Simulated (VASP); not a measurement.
# Se (Pm-3m) in VASP: notebook

The runs below take Se through single point, relaxation of cell and atoms, with LDA.

Everything below comes from runs of VASP 6.6.1. Logs are shortened: lines on timing, memory, paths and dates and some standing lists are left out, and cuts for length are marked.

**1. The cell of the first run**

It takes space group Pm-3m (No. 221, cubic). The conventional cell has a = 2.621 Å, b = 2.621 Å, c = 2.621 Å, α = 90.00°, β = 90.00°, γ = 90.00°. Within 3.5 Å of Se (site symmetry m-3m) lie 6 Se at 2.62 Å.

**2. Single point, LDA**

The input, INCAR:

```
SYSTEM = Se
  PREC = Accurate
  ENCUT = 520
  EDIFF = 1E-7
  ISMEAR = -1
  SIGMA = 0.05
  LREAL = .FALSE.
  LASPH = .TRUE.
  NELM = 100
  ALGO = Normal
  ISIF = 2
  LWAVE = .FALSE.
  LCHARG = .FALSE.
  NBANDS = 9
```

The input, KPOINTS:

```
regular mesh
0
G
  14 14 14
  0 0 0
```

The input, POSCAR:

```
Se
1.0
    2.6214657877      0.0000000000      0.0000000000
    0.0000000000      2.6214657877      0.0000000000
    0.0000000000      0.0000000000      2.6214657877
Se
1
Direct
    0.0000000000      0.0000000000      0.0000000000
```

Potentials or basis: VASP PAW LDA potentials, release 64 (Se).

The run is started by

```console
$ cat potpaw_LDA.64/Se/POTCAR > POTCAR
$ mpirun -np 1 vasp_std > vasp.out
```

OUTCAR:

```text
SYSTEM = Se
   PREC = Accurate
   ENCUT = 520
   EDIFF = 1E-7
   ISMEAR = -1
   LREAL = .FALSE.
   LASPH = .TRUE.
   NELM = 100
   ISIF = 2

 ion  position               nearest neighbor table
   1  0.000  0.000  0.000-

  LATTYP: Found a simple cubic cell.
 ALAT       =     2.6214657877

  Lattice vectors:

 A1 = (   2.6214657877,   0.0000000000,   0.0000000000)
 A2 = (   0.0000000000,   2.6214657877,   0.0000000000)
 A3 = (   0.0000000000,   0.0000000000,   2.6214657877)

Analysis of symmetry for initial positions (statically):
=====================================================================
 Subroutine PRICEL returns:
 Original cell was already a primitive cell.

 Routine SETGRP: Setting up the symmetry group for a
 simple cubic supercell.

 Subroutine GETGRP returns: Found 48 space group operations
 (whereof 48 operations were pure point group operations)
 out of a pool of 48 trial point group operations.

The static configuration has the point symmetry O_h .

Analysis of symmetry for dynamics (positions and initial velocities):
=====================================================================
 Subroutine PRICEL returns:
 Original cell was already a primitive cell.

 Routine SETGRP: Setting up the symmetry group for a
 simple cubic supercell.

 Subroutine GETGRP returns: Found 48 space group operations
 (whereof 48 operations were pure point group operations)
 out of a pool of 48 trial point group operations.

The dynamic configuration has the point symmetry O_h .

 Subroutine INISYM returns: Found 48 space group operations
 (whereof 48 operations are pure point group operations),
 and found     1 'primitive' translations

----------------------------------------------------------------------------------------

                                     Primitive cell

  volume of cell :      18.0149

  direct lattice vectors                    reciprocal lattice vectors
     2.621465788  0.000000000  0.000000000     0.381465974  0.000000000  0.000000000
     0.000000000  2.621465788  0.000000000     0.000000000  0.381465974  0.000000000
     0.000000000  0.000000000  2.621465788     0.000000000  0.000000000  0.381465974

  length of vectors
     2.621465788  2.621465788  2.621465788     0.381465974  0.381465974  0.381465974

  position of ions in fractional coordinates (direct lattice)
     0.000000000  0.000000000  0.000000000

  ion indices of the primitive-cell ions
   primitive index   ion index
[... 75 lines left out ...]
   EDIFFG = 0.1E-05   stopping-criterion for IOM
   NSW    =      0    number of steps for IOM
   IBRION =     -1    ionic relax: 0-MD 1-quasi-New 2-CG
   NFREE  =      0    steps in history (QN), initial steepest desc. (CG)
   ISIF   =      2    stress and relaxation
   ISYM   =      2    0-nonsym 1-usesym 2-fastsym
   POTIM  = 0.5000    time-step for ionic-motion
   TEBEG  =    0.0;   TEEND  =   0.0 temperature during run
   PSTRESS=    0.0 pullay stress
   NELECT =       6.0000    total number of electrons
   NUPDOWN=      -1.0000    fix difference up-down
   EMIN   =  10.00;   EMAX   =-10.00  energy-range for DOS
   EFERMI =   0.00;   METHOD = LEGACY
   ISMEAR =    -1;   SIGMA  =   0.05  broadening in eV -4-tet -1-fermi 0-gaus
   EFERMI_NEDOS =   21; number of points for ismear=-14 and -15
   IALGO  =     38    algorithm
   IMIX   =      4    mixing-type and parameters
     AMIX     =   0.40;   BMIX     =  1.00
     AMIX_MAG =   1.60;   BMIX_MAG =  1.00
  volume/ion in A,a.u.               =      18.01       121.57
  Fermi-wavevector in a.u.,A,eV,Ry     =   1.134787  2.144437 17.520790  1.287742
  Thomas-Fermi vector in A             =   2.271491
   LORBIT       =      0    0 simple, 1 ext, 2 COOP (PROOUT), +10 PAW based schemes
   GGA     = CA    functional components
   LHFCALC =     F    Hartree Fock is set to
   AEXX    =    0.0000 exact exchange contribution
   IVDW    =     0    specifies the selected vdW correction
   LEPSILON=     F    determine dielectric tensor
   LRPA    =     F    only Hartree local field effects (RPA)
 non-spin polarized calculation
  energy-cutoff  :      520.00
  volume of cell :       18.01
 maximum number of plane-waves:       500
 NGX is ok and might be reduce to    20
   NGX =  9   NGY =  9   NGZ =  9

 number of electron       6.0000001 magnetization

 Free energy of the ion-electron system (eV)
  ---------------------------------------------------
  ext. energy  EPLUGINS =         0.00000000
  ---------------------------------------------------
  free energy    TOTEN  =        -3.90950962 eV

  energy without entropy =       -3.90630915  energy(sigma->0) =       -3.90790939

 E-fermi :   7.8586     XC(G=0): -11.1567

 val. band max:        7.8583525480   @ k =   0.2143   0.2143   0.1429
 cond. band min:       7.8769086200   @ k =   0.5000   0.2143   0.2143
 fundamental gap:      0.0185560720
 Fermi energy:         7.8586094365

 k-point     1 :       0.0000    0.0000    0.0000
  band No.  band energies     occupation
      1     -10.5157      2.00000
      2       9.5602      0.00000
      3       9.5602      0.00000
      4       9.5602      0.00000
      5      15.2007      0.00000
      6      15.2007      0.00000
      7      16.8557      0.00000
      8      32.4677      0.00000
      9      32.4677      0.00000
[... 265 lines left out ...]
 k-point    24 :       0.3571    0.2143    0.0000
  band No.  band energies     occupation
      1      -7.5705      2.00000
      2       1.1349      2.00000
      3       5.9994      2.00000
      4      11.7814      0.00000
      5      15.7584      0.00000
      6      19.0686      0.00000
      7      23.9436      0.00000
      8      24.6548      0.00000
      9      26.0351      0.00000

 [... further k-points ...]

------------------------ aborting loop because EDIFF is reached ----------------------------------------

  FORCE on cell =-STRESS in cart. coord.  units (eV):
  Direction    XX          YY          ZZ          XY          YZ          ZX
  --------------------------------------------------------------------------------------
  -------------------------------------------------------------------------------------
  Total        2.3013650      2.3013650      2.3013650     -0.0000000      0.0000000      0.0000000
  in kB      204.6743883    204.6743883    204.6743883     -0.0000000      0.0000000      0.0000000
  external PRESSURE =     204.6743883 kB  Pullay stress =       0.0000000 kB

 VOLUME and BASIS-vectors are now :
 -----------------------------------------------------------------------------
  energy-cutoff  :      520.00
  volume of cell :       18.01
      direct lattice vectors                 reciprocal lattice vectors
     2.621465788  0.000000000  0.000000000     0.381465974  0.000000000  0.000000000
     0.000000000  2.621465788  0.000000000     0.000000000  0.381465974  0.000000000
     0.000000000  0.000000000  2.621465788     0.000000000  0.000000000  0.381465974

 POSITION                                       TOTAL-FORCE (eV/Angst)
 -----------------------------------------------------------------------------------
      0.00000      0.00000      0.00000         0.000000      0.000000      0.000000
 -----------------------------------------------------------------------------------
    total drift:                               -0.000000     -0.000000      0.000000

  FREE ENERGIE OF THE ION-ELECTRON SYSTEM (eV)
  ---------------------------------------------------
  free  energy   TOTEN  =        -3.9095096199 eV

  energy  without entropy=       -3.9063091536  energy(sigma->0) =       -3.90790939
```

stdout:

```text
POSCAR found type information on POSCAR Se
 POSCAR found :  1 types and       1 ions
 scaLAPACK will be used
 LDA part: xc-table for (Slater(with rela. corr.)+CA(PZ))
 , standard interpolation
 POSCAR, INCAR and KPOINTS ok, starting setup
 FFT: planning ... GRIDC
 FFT: planning ... GRID_SOFT
 FFT: planning ... GRID
 WAVECAR not read
 entering main loop
```

Run time: 4.3 s. Hardware: 1 thread of Intel Xeon 6975P-C (Granite Rapids), shared host; peak memory 0.12 GiB.

What came out:

| Item | Value |
| --- | --- |
| Free energy | -3.9095 eV |
| Pressure | 20.5 GPa |
| Band gap on the k mesh | zero (band 3 reaches 11.64 eV, above the bottom of band 4 at 3.55 eV) |

**3. Single point, LDA**

This run uses another cell than the first one, of 21.21 Å³/atom, 1.177 times its volume.

The input, INCAR:

```
SYSTEM = Se
PREC     = Accurate       ! precision mode
ENCUT    = 520            ! plane-wave cutoff, eV
EDIFF    = 1E-6           ! SCF threshold, eV
ISMEAR   = -1             ! smearing method
SIGMA    = 0.05           ! smearing width, eV
LREAL    = .False.        ! projectors in reciprocal space
LASPH    = .True.         ! aspherical terms in the spheres
NELM     = 80             ! most SCF steps
ALGO     = Normal         ! electronic algorithm
ISIF     = 2              ! what is computed and relaxed
LWAVE    = .False.        ! write WAVECAR
LCHARG   = .True.         ! write CHGCAR
LELF     = .True.         ! ELF
LVHAR    = .True.       
NBANDS   = 9              ! bands
```

The input, KPOINTS:

```
Automatic mesh
0
Gamma
  14 14 14
  0 0 0
```

The input, POSCAR:

```
Se
1.0
    2.7680872784      0.0000000000      0.0000000000
    0.0000000000      2.7680872784      0.0000000000
    0.0000000000      0.0000000000      2.7680872784
Se
1
Direct
    0.0000000000      0.0000000000      0.0000000000
```

Potentials or basis: VASP PAW LDA potentials, release 64 (Se).

The run is started by

```console
$ cat potpaw_LDA.64/Se/POTCAR > POTCAR
$ mpirun -np 1 vasp_std > vasp.out
```

It took 4.8 s on 1 thread of Intel Xeon 6975P-C (Granite Rapids), shared host; peak memory 0.14 GiB.

Results (log left out):

```
Free energy            : -4.0881 eV
Pressure               : 0.2 GPa
Band gap on the k mesh : zero (band 3 reaches 8.57 eV, above the bottom of band 4 at 1.97 eV)
```

Levels at points of the mesh, in eV from the Fermi level:
| k point | band 1 | band 2 | band 3 | band 4 | band 5 | band 6 |
| --- | --- | --- | --- | --- | --- | --- |
| (0.00, 0.00, 0.00) | -16.60 | 1.49 | 1.49 | 1.49 | 7.71 | 7.71 |
| (0.50, 0.00, 0.00) | -14.30 | -7.51 | 3.06 | 3.06 | 10.03 | 11.96 |
| (0.50, 0.50, 0.00) | -12.00 | -5.40 | -5.40 | 2.49 | 4.49 | 13.86 |
| (0.50, 0.50, 0.50) | -9.64 | -3.53 | -3.53 | -3.53 | 5.60 | 5.60 |

**4. Relaxation of cell and atoms, LDA**

This run uses another cell than the first one, of 22.20 Å³/atom, 1.232 times its volume.

The input, INCAR:

```
PREC     = Accurate       # precision mode
ENCUT    = 600            # plane-wave cutoff, eV
EDIFF    = 1E-6           # SCF threshold, eV
ISMEAR   = -1             # smearing method
SIGMA    = 0.05           # smearing width, eV
LREAL    = False          # projectors in reciprocal space
LASPH    = True           # aspherical terms in the spheres
NELM     = 80             # most SCF steps
ALGO     = Normal         # electronic algorithm
ISIF     = 3              # what is computed and relaxed
LWAVE    = False          # write WAVECAR
LCHARG   = False          # write CHGCAR
GGA      = CA             # functional
IBRION   = 2              # ionic algorithm
NSW      = 80             # ionic steps
EDIFFG   = -0.02          # ionic threshold
```

The input, KPOINTS:

```
regular mesh
0
Gamma
  14 14 14
```

The input, POSCAR:

```
Se
1.0
    2.8105630200      0.0000000000      0.0000000000
    0.0000000000      2.8105630200      0.0000000000
    0.0000000000      0.0000000000      2.8105630200
Se
1
Direct
    0.0000000000      0.0000000000      0.0000000000
```

The run is started by

```console
$ cat potpaw_LDA.64/Se/POTCAR > POTCAR
$ mpirun -np 1 vasp_std > vasp.out
```

Wall time 8.2 s (1 thread of Intel Xeon 6975P-C (Granite Rapids), shared host); peak memory 0.14 GiB.

It converged, with:

- Free energy: -4.0882 eV
- Relaxed volume: 21.26 Å³/atom
- Relaxed cell: a = 2.770 Å, b = 2.770 Å, c = 2.770 Å, α = 90.00°, β = 90.00°, γ = 90.00°
- Space group after relaxing (to 0.05 Å): Pm-3m (No. 221)
- Energy gained by relaxing: 10.5 meV/atom
- Ionic steps: 3
- Pressure after relaxing: 0.0 GPa
- Band gap on the k mesh: zero (band 3 reaches 8.53 eV, above the bottom of band 4 at 1.95 eV)

The path:
```tsv
step	energy change (eV)	largest force (eV/Å)	pressure (GPa)	volume (Å³)
1	0.0000	0.0000	-3.44	22.20
2	-0.0065	0.0000	2.40	20.71
3	-0.0105	0.0000	-0.01	21.26
```

Final structure:
```
CELL_PARAMETERS angstrom
2.77009 0.00000 0.00000
0.00000 2.77009 0.00000
0.00000 0.00000 2.77009
ATOMIC_POSITIONS crystal
Se 0.00000 0.00000 0.00000
```

Levels at points of the mesh, in eV from the Fermi level:
```tsv
k point	band 1	band 2	band 3	band 4	band 5	band 6	band 7
(0.00, 0.00, 0.00)	-16.58	1.49	1.49	1.49	7.72	7.72	8.00
(0.50, 0.00, 0.00)	-14.29	-7.49	3.06	3.06	10.03	11.94	12.60
(0.50, 0.50, 0.00)	-12.00	-5.38	-5.38	2.50	4.48	13.84	16.05
(0.50, 0.50, 0.50)	-9.64	-3.52	-3.52	-3.52	5.61	5.61	5.61
```

**5. Relaxation of cell and atoms, LDA, target pressure 20 GPa, at which the enthalpy is minimised**

This run uses another cell than the first one, of 22.20 Å³/atom, 1.232 times its volume.

The input, INCAR:

```
ALGO = Normal
EDIFF = 1E-6
EDIFFG = -0.02
ENCUT = 600
IBRION = 2
ISIF = 3
ISMEAR = -1
LASPH = True
LCHARG = False
LREAL = False
LWAVE = False
NELM = 80
NSW = 80
PREC = Accurate
PSTRESS = 200.0
SIGMA = 0.05
```

The input, KPOINTS:

```
k-points
0
Gamma
  14 14 14
```

POSCAR is that of step 4.

The run is started by

```console
$ cat potpaw_LDA.64/Se/POTCAR > POTCAR
$ mpirun -np 1 vasp_std > vasp.out
```

It took 12 s on 1 thread of Intel Xeon 6975P-C (Granite Rapids), shared host; peak memory 0.15 GiB.

Results (log left out):

- Free energy: -3.9161 eV
- Relaxed volume: 18.06 Å³/atom
- Relaxed cell: a = 2.624 Å, b = 2.624 Å, c = 2.624 Å, α = 90.00°, β = 90.00°, γ = 90.00°
- Space group after relaxing (to 0.05 Å): Pm-3m (No. 221)
- Energy change on relaxing (the enthalpy is what falls): +161.5 meV/atom
- Ionic steps: 5
- Pressure after relaxing: 20.0 GPa
- Band gap on the k mesh: zero (band 3 reaches 11.58 eV, above the bottom of band 4 at 3.52 eV)

Step by step:
| step | energy change (eV) | largest force (eV/Å) | pressure (GPa) | volume (Å³) |
| --- | --- | --- | --- | --- |
| 1 | 0.0000 | 0.0000 | -3.44 | 22.20 |
| 2 | 1.7724 | 0.0000 | 104.05 | 13.32 |
| 3 | 0.1165 | 0.0000 | 16.52 | 18.46 |
| 4 | 0.1508 | 0.0000 | 19.21 | 18.15 |
| 5 | 0.1615 | 0.0000 | 20.00 | 18.06 |

Final structure:
```xyz
1
Lattice="2.6239 0.0000 0.0000 0.0000 2.6239 0.0000 0.0000 0.0000 2.6239" Properties=species:S:1:pos:R:3 pbc="T T T"
Se    0.0000    0.0000    0.0000
```

Levels at points of the mesh, in eV from the Fermi level:
| k point | band 1 | band 2 | band 3 | band 4 | band 5 | band 6 | band 7 |
| --- | --- | --- | --- | --- | --- | --- | --- |
| (0.00, 0.00, 0.00) | -18.34 | 1.70 | 1.70 | 1.70 | 7.35 | 7.35 | 8.98 |
| (0.50, 0.00, 0.00) | -15.36 | -9.19 | 3.77 | 3.77 | 10.02 | 13.21 | 13.37 |
| (0.50, 0.50, 0.00) | -12.31 | -6.61 | -6.61 | 1.35 | 5.69 | 15.11 | 16.77 |
| (0.50, 0.50, 0.50) | -9.03 | -4.30 | -4.30 | -4.30 | 4.88 | 4.88 | 4.88 |

Caveat: the cell is relaxed towards a set pressure, so the enthalpy falls and the energy may rise; the volume moved by over 15 % at a fixed basis, so the end points are rough.

**6. Relaxation of cell and atoms, LDA, target pressure 40 GPa, at which the enthalpy is minimised**

This run uses another cell than the first one, of 22.20 Å³/atom, 1.232 times its volume.

The input, INCAR:

```
SYSTEM = Se
PREC = Accurate
ENCUT = 600
EDIFF = 1E-7
ISMEAR = -1
SIGMA = 0.05
LREAL = .FALSE.
LASPH = .TRUE.
NELM = 60
ALGO = Normal
ISIF = 3
LWAVE = .FALSE.
LCHARG = .FALSE.
GGA = CA
IBRION = 2
NSW = 80
EDIFFG = -0.02
PSTRESS = 400.0
```

The input, KPOINTS:

```
regular mesh
0
G
  14 14 14
  0 0 0
```

POSCAR is that of step 5.

Potentials or basis: VASP PAW LDA potentials, release 64 (Se).

The run is started by

```console
$ cat potpaw_LDA.64/Se/POTCAR > POTCAR
$ mpirun -np 1 vasp_std > vasp.out
```

It took 28 s on 1 thread of Intel Xeon 6975P-C (Granite Rapids), shared host; peak memory 0.16 GiB.

The run converged. Its results:

| Item | Value |
| --- | --- |
| Free energy | -3.6082 eV |
| Relaxed volume | 16.38 Å³/atom |
| Relaxed cell | a = 2.539 Å, b = 2.539 Å, c = 2.539 Å, α = 90.00°, β = 90.00°, γ = 90.00° |
| Space group after relaxing (to 0.05 Å) | Pm-3m (No. 221) |
| Energy change on relaxing (the enthalpy is what falls) | +469.4 meV/atom |
| Ionic steps | 15 |
| Pressure after relaxing | 39.9 GPa |
| Band gap on the k mesh | zero (band 3 reaches 13.66 eV, above the bottom of band 4 at 4.59 eV) |

Step by step:
```
step  energy change (eV)  largest force (eV/Å)  pressure (GPa)  volume (Å³)
   1              0.0000                0.0000           -3.42        22.20
   2             10.7803                0.0000          603.20         7.94
   3              0.2610                0.0000           26.95        17.38
   4              0.3694                0.0000           33.89        16.81
   5              0.4742                0.0000           40.22        16.36
   6              0.4483                0.0000           38.67        16.46
   7              0.4498                0.0000           38.77        16.46
   8              0.4544                0.0000           39.04        16.44
   9              0.4545                0.0000           39.04        16.44
  10              0.4548                0.0000           39.05        16.43
  11              0.4552                0.0000           39.09        16.43
  12              0.4562                0.0000           39.14        16.43
  13              0.4580                0.0000           39.25        16.42
  14              0.4618                0.0000           39.48        16.41
  15              0.4694                0.0000           39.93        16.38
```

Final structure:
```cif
data_structure
_symmetry_space_group_name_H-M 'P 1'
_symmetry_Int_Tables_number 1
_cell_length_a 2.5394
_cell_length_b 2.5394
_cell_length_c 2.5394
_cell_angle_alpha 90.000
_cell_angle_beta 90.000
_cell_angle_gamma 90.000
_cell_volume 16.38
loop_
_atom_site_label
_atom_site_type_symbol
_atom_site_fract_x
_atom_site_fract_y
_atom_site_fract_z
_atom_site_occupancy
Se1 Se 0.00000 0.00000 0.00000 1
```

Levels at points of the mesh, in eV from the Fermi level:
```
           k point  band 1  band 2  band 3  band 4  band 5  band 6
(0.00, 0.00, 0.00)  -19.65    1.75    1.75    1.75    7.02    7.02
(0.50, 0.00, 0.00)  -16.21  -10.42    4.19    4.19    9.94   13.49
(0.50, 0.50, 0.00)  -12.61   -7.52   -7.52    0.48    6.48   15.93
(0.50, 0.50, 0.50)   -8.63   -4.89   -4.89   -4.89    4.29    4.29
```

Caveat: the cell is relaxed towards a set pressure, so the enthalpy falls and the energy may rise; the volume moved by over 15 % at a fixed basis, so the end points are rough.

**7. Overview**

```tsv
task	cell	cutoff (eV)	gap on the mesh (eV)	pressure (GPa)
single point	a = 2.621 Å, 1 atom	520	none	20.5
single point	a = 2.768 Å, 1 atom	520	none	0.2
relaxation of cell and atoms	relaxed from a = 2.811 Å, 1 atom	600	none	0.0
relaxation of cell and atoms	relaxed to 20 GPa from a = 2.811 Å, 1 atom	600	none	20.0
relaxation of cell and atoms	relaxed to 40 GPa from a = 2.811 Å, 1 atom	600	none	39.9
```

Alike in all rows: level LDA; potentials or basis VASP PAW LDA potentials, release 64 (Se); no spin polarisation; k mesh 14 × 14 × 14; smearing fermi-dirac 0.05 eV.

Caveats: the cell is relaxed towards a set pressure, so the enthalpy falls and the energy may rise (some runs); the volume moved by over 15 % at a fixed basis, so the end points are rough (some runs).

Absolute energies hang on the potentials; compare differences alone.
